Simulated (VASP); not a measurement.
Here is a VASP 6.6.1 calculation.

The input INCAR:

```
SYSTEM = Zr
ALGO = Fast
EDIFF = 1E-6
ENCUT = 520
GGA = PS
ISIF = 2
ISMEAR = -1
LASPH = .True.
LCHARG = .True.
LELF = .True.
LREAL = .False.
LVHAR = .True.
LWAVE = .False.
NBANDS = 25
NELM = 80
PREC = Accurate
SIGMA = 0.1
```

The input KPOINTS:

```
k-points
0
Gamma
  12 12 14
  0 0 0
```

The input POSCAR:

```
Zr
1.0
    4.8991260632      0.0000000000      0.0000000000
   -2.4495630316      4.2427676270      0.0000000000
    0.0000000000      0.0000000000      3.0594417938
Zr
3
Direct
    0.6666666667      0.3333333333      0.5000000000
    0.3333333333      0.6666666667      0.5000000000
    0.0000000000      0.0000000000      0.0000000000
```

Potentials or basis: VASP PAW PBE potentials, release 64 (Zr_sv).

Launch:

```sh
$ cat potpaw_PBE.64/Zr_sv/POTCAR > POTCAR
$ mpirun -np 1 vasp_std > vasp.out
```

Question: Predict the pressure.

Answer: 5.3 GPa.

Question: Estimate the band gap on the k mesh.

Answer: Zero (bands 18 and 19 overlap by 0.71 eV).

Caveat: the cell stands under pressure; the PAW data sets were made with another functional, which shifts forces and pressure a little.
